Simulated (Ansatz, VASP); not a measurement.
# One calculation of TaSi2, two programs

```
Ta Si
1.0
     4.78390    0.00000    0.00000
    -2.39195    4.14298    0.00000
     0.00000    0.00000    6.57000
Ta Si
3 6
Direct
  0.50000 0.00000 0.00000
  0.50000 0.50000 0.66667
  0.00000 0.50000 0.33333
  0.15897 0.31794 0.00000
  0.84103 0.15897 0.66667
  0.68206 0.84103 0.33333
  0.84103 0.68206 0.00000
  0.15897 0.84103 0.66667
  0.31794 0.15897 0.33333
```

Alike in both runs: functional PBE; k mesh 11 × 11 × 7; occupations fermi-dirac, width 0.05 eV; no spin polarisation.

Ansatz relaxed the structure, and its values are those at the end. VASP's run is a single point on that final structure, the one shown.

```csv
,VASP,Ansatz
version,VASP 6.6.1,Ansatz 0.2.0
potentials or method,"VASP PAW PBE potentials, release 64 (Ta_pv, Si)","plane-wave PAW, scalar-relativistic"
plane-wave cutoff (eV),520,420
valence electrons in the cell,57,63
```

Ansatz gave:

| Quantity | Value |
| --- | --- |
| pressure (GPa) | 2.5 |

What did VASP give for the same quantities?

Pressure (GPa): 2.6.

VASP's potentials hold 57 valence electrons a cell and Ansatz's 63, so a difference there can come from the potentials and not from the codes. Ansatz's warnings: stress scf threshold loose.

Neither program's run includes spin-orbit coupling.
